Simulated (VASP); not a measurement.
# Zn (P6_3/mmc) in VASP: further runs, part 2 of 2

VASP 6.6.1. The steps go on from the part before.

## Step 4: Single point, PBE

This run uses another cell than the first one, of 15.02 Å³/atom, 1.043 times its volume.

Contents of INCAR:

```
SYSTEM = Zn
ALGO = Normal
EDIFF = 1E-7
ENCUT = 520
GGA = PE
ISIF = 2
ISMEAR = 1
LASPH = .TRUE.
LCHARG = .FALSE.
LREAL = .FALSE.
LWAVE = .FALSE.
NBANDS = 19
NELM = 100
PREC = Accurate
SIGMA = 0.05
```

Contents of KPOINTS:

```
k-points
0
G
  14 14 7
  0 0 0
```

Contents of POSCAR:

```
Zn
1.0
    2.6520799970      0.0000000000      0.0000000000
   -1.3260399985      2.2967686521      0.0000000000
    0.0000000000      0.0000000000      4.9326701367
Zn
2
Direct
    0.3333333333      0.6666666667      0.2500000000
    0.6666666667      0.3333333333      0.7500000000
```

Potentials or basis: VASP PAW PBE potentials, release 64 (Zn).

Run with:

```console
cat potpaw_PBE.64/Zn/POTCAR > POTCAR
mpirun -np 1 vasp_std > vasp.out
```

OUTCAR:

```text
SYSTEM = Zn
   EDIFF = 1E-7
   ENCUT = 520
   GGA = PE
   ISIF = 2
   ISMEAR = 1
   LASPH = .TRUE.
   LREAL = .FALSE.
   NELM = 100
   PREC = Accurate

 ion  position               nearest neighbor table
   1  0.333  0.667  0.250-   2 2.90   2 2.90   2 2.90   2 2.90   2 2.90   2 2.90
   2  0.667  0.333  0.750-   1 2.90   1 2.90   1 2.90   1 2.90   1 2.90   1 2.90

  LATTYP: Found a hexagonal cell.
 ALAT       =     2.6520799970
 C/A-ratio  =     1.8599250936

  Lattice vectors:

 A1 = (   2.6520799970,   0.0000000000,   0.0000000000)
 A2 = (  -1.3260399985,   2.2967686521,   0.0000000000)
 A3 = (   0.0000000000,   0.0000000000,   4.9326701367)

Analysis of symmetry for initial positions (statically):
=====================================================================
 Subroutine PRICEL returns:
 Original cell was already a primitive cell.

 Routine SETGRP: Setting up the symmetry group for a
 hexagonal supercell.

 Subroutine GETGRP returns: Found 24 space group operations
 (whereof 12 operations were pure point group operations)
 out of a pool of 24 trial point group operations.

The static configuration has the point symmetry D_3d.
 The point group associated with its full space group is D_6h.

Analysis of symmetry for dynamics (positions and initial velocities):
=====================================================================
 Subroutine PRICEL returns:
 Original cell was already a primitive cell.

 Routine SETGRP: Setting up the symmetry group for a
 hexagonal supercell.

 Subroutine GETGRP returns: Found 24 space group operations
 (whereof 12 operations were pure point group operations)
 out of a pool of 24 trial point group operations.

The dynamic configuration has the point symmetry D_3d.
 The point group associated with its full space group is D_6h.

 Subroutine INISYM returns: Found 24 space group operations
[... 105 lines left out ...]
   POTIM  = 0.5000    time-step for ionic-motion
   TEBEG  =    0.0;   TEEND  =   0.0 temperature during run
   PSTRESS=    0.0 pullay stress
   NELECT =      24.0000    total number of electrons
   NUPDOWN=      -1.0000    fix difference up-down
   EMIN   =  10.00;   EMAX   =-10.00  energy-range for DOS
   EFERMI =   0.00;   METHOD = LEGACY
   ISMEAR =     1;   SIGMA  =   0.05  broadening in eV -4-tet -1-fermi 0-gaus
   EFERMI_NEDOS =   21; number of points for ismear=-14 and -15
   IALGO  =     38    algorithm
   IMIX   =      4    mixing-type and parameters
     AMIX     =   0.40;   BMIX     =  1.00
     AMIX_MAG =   1.60;   BMIX_MAG =  1.00
  volume/ion in A,a.u.               =      15.02       101.38
  Fermi-wavevector in a.u.,A,eV,Ry     =   1.518973  2.870442 31.392418  2.307278
  Thomas-Fermi vector in A             =   2.628021
   LORBIT       =      0    0 simple, 1 ext, 2 COOP (PROOUT), +10 PAW based schemes
   GGA     = PE    functional components
   LHFCALC =     F    Hartree Fock is set to
   AEXX    =    0.0000 exact exchange contribution
   IVDW    =     0    specifies the selected vdW correction
   LEPSILON=     F    determine dielectric tensor
   LRPA    =     F    only Hartree local field effects (RPA)
 non-spin polarized calculation
 Methfessel and Paxton  Order N= 1 SIGMA  =   0.05
  energy-cutoff  :      520.00
  volume of cell :       30.05
 maximum number of plane-waves:       829
 NGX is ok and might be reduce to    20
   NGX =  9   NGY =  9   NGZ = 19

 number of electron      24.0000016 magnetization

 Free energy of the ion-electron system (eV)
  ---------------------------------------------------
  ext. energy  EPLUGINS =         0.00000000
  ---------------------------------------------------
  free energy    TOTEN  =        -2.20415953 eV

  energy without entropy =       -2.20403661  energy(sigma->0) =       -2.20411855

 E-fermi :   3.1309     XC(G=0): -11.6170

 val. band max:        3.1200234164   @ k =   0.2143   0.1429   0.0000
 cond. band min:       3.1425627026   @ k =   0.2143   0.0000   0.1429
 fundamental gap:      0.0225392862
 Fermi energy:         3.1308759246

 k-point     1 :       0.0000    0.0000    0.0000
  band No.  band energies     occupation
      1      -7.3010      2.00000
      2      -5.4701      2.00000
      3      -4.7552      2.00000
      4      -4.5178      2.00000
      5      -4.5178      2.00000
      6      -4.4671      2.00000
[... 505 lines left out ...]
      6      -4.5197      2.00000
[... 11 lines left out ...]
     18      10.5060      0.00000
     19      12.4186      0.00000

 [... further k-points ...]
[... 5 lines left out ...]
  --------------------------------------------------------------------------------------
  -------------------------------------------------------------------------------------
  Total        0.3706590      0.3706590     -0.2334492      0.0000000     -0.0000000     -0.0000000
  in kB       19.7651066     19.7651066    -12.4484979      0.0000000     -0.0000000     -0.0000000
  external PRESSURE =       9.0272384 kB  Pullay stress =       0.0000000 kB

 VOLUME and BASIS-vectors are now :
 -----------------------------------------------------------------------------
  energy-cutoff  :      520.00
  volume of cell :       30.05
      direct lattice vectors                 reciprocal lattice vectors
     2.652079997  0.000000000  0.000000000     0.377062532  0.217697154  0.000000000
    -1.326039998  2.296768652  0.000000000     0.000000000  0.435394309  0.000000000
     0.000000000  0.000000000  4.932670137     0.000000000  0.000000000  0.202729956

 POSITION                                       TOTAL-FORCE (eV/Angst)
 -----------------------------------------------------------------------------------
     -0.00000      1.53118      1.23317        -0.000000      0.000000      0.000000
      1.32604      0.76559      3.69950         0.000000      0.000000      0.000000
 -----------------------------------------------------------------------------------
    total drift:                                0.000000     -0.000000      0.000000

  FREE ENERGIE OF THE ION-ELECTRON SYSTEM (eV)
  ---------------------------------------------------
  free  energy   TOTEN  =        -2.2041595256 eV

  energy  without entropy=       -2.2040366121  energy(sigma->0) =       -2.20411855
```

stdout:

```text
POSCAR found type information on POSCAR Zn
 POSCAR found :  1 types and       2 ions
 scaLAPACK will be used
 LDA part: xc-table for (Slater+PW92), standard interpolation
 POSCAR, INCAR and KPOINTS ok, starting setup
 FFT: planning ... GRIDC
 FFT: planning ... GRID_SOFT
 FFT: planning ... GRID
 WAVECAR not read
 entering main loop
```

Run time: 19 s. Hardware: 1 thread of Intel Xeon 6975P-C (Granite Rapids), shared host; peak memory 0.16 GiB.

Results:

```yaml
Free_energy: -2.2042 eV
Pressure: 0.9 GPa
Band_gap_on_the_k_mesh: zero (band 12 reaches 4.63 eV, above the bottom of band 13 at 0.15 eV)
```

## Step 5: Single point, PBE

This run uses another cell than the first one, of 15.33 Å³/atom, 1.064 times its volume.

Contents of INCAR:

```
SYSTEM = Zn
PREC = Accurate ; ENCUT = 520
EDIFF = 1E-6 ; ISMEAR = 1
SIGMA = 0.05 ; LREAL = .FALSE.
LASPH = .TRUE. ; NELM = 100
ALGO = Normal ; ISIF = 2
LWAVE = .FALSE. ; LCHARG = .FALSE.
GGA = PE ; NBANDS = 19
```

Contents of KPOINTS:

```
regular mesh
0
G
  14 14 7
  0 0 0
```

Contents of POSCAR:

```
Zn
1.0
    2.6700000000      0.0000000000      0.0000000000
   -1.3350000000      2.3122878300      0.0000000000
    0.0000000000      0.0000000000      4.9660000000
Zn
2
Direct
    0.3333333333      0.6666666667      0.2500000000
    0.6666666667      0.3333333333      0.7500000000
```

Run with:

```console
cat potpaw_PBE.64/Zn/POTCAR > POTCAR
mpirun -np 1 vasp_std > vasp.out
```

It took 17 s on 1 thread of Intel Xeon 6975P-C (Granite Rapids), shared host; peak memory 0.16 GiB.

The run converged. Its results:

```
Free energy            : -2.2047 eV
Pressure               : -0.6 GPa
Band gap on the k mesh : zero (band 12 reaches 4.46 eV, above the bottom of band 13 at -0.01 eV)
```

Stress tensor (GPa, compression positive):
```
 0.13  0.00  0.00
 0.00  0.13  0.00
 0.00  0.00 -2.00
```

Levels at points of the mesh, in eV from the Fermi level:
```tsv
k point	band 9	band 10	band 11	band 12	band 13	band 14	band 15	band 16
(0.00, 0.00, 0.00)	-7.24	-7.04	-7.04	-3.55	-3.01	13.54	17.17	17.41
(0.50, 0.00, 0.00)	-6.86	-6.84	-2.76	-2.10	2.64	3.59	4.08	5.74
```

## Step 6: Overview

| cell | gap on the mesh (eV) | pressure (GPa) |
| --- | --- | --- |
| a = 2.615, b = 2.615, c = 4.865 Å, angles 90.0, 90.0, 120.0°, 2 atoms | none | 4.6 |
| a = 2.634, b = 2.634, c = 4.899 Å, angles 90.0, 90.0, 120.0°, 2 atoms | none | 2.6 |
| a = 2.652, b = 2.652, c = 4.933 Å, angles 90.0, 90.0, 120.0°, 2 atoms | none | 0.9 |
| a = 2.670, b = 2.670, c = 4.966 Å, angles 90.0, 90.0, 120.0°, 2 atoms | none | -0.6 |

Alike in all rows: task single point; level PBE; potentials or basis VASP PAW PBE potentials, release 64 (Zn); no spin polarisation; k mesh 14 × 14 × 7; cutoff (eV) 520; smearing methfessel-paxton 0.05 eV.

Absolute energies hang on the potentials; compare differences alone.
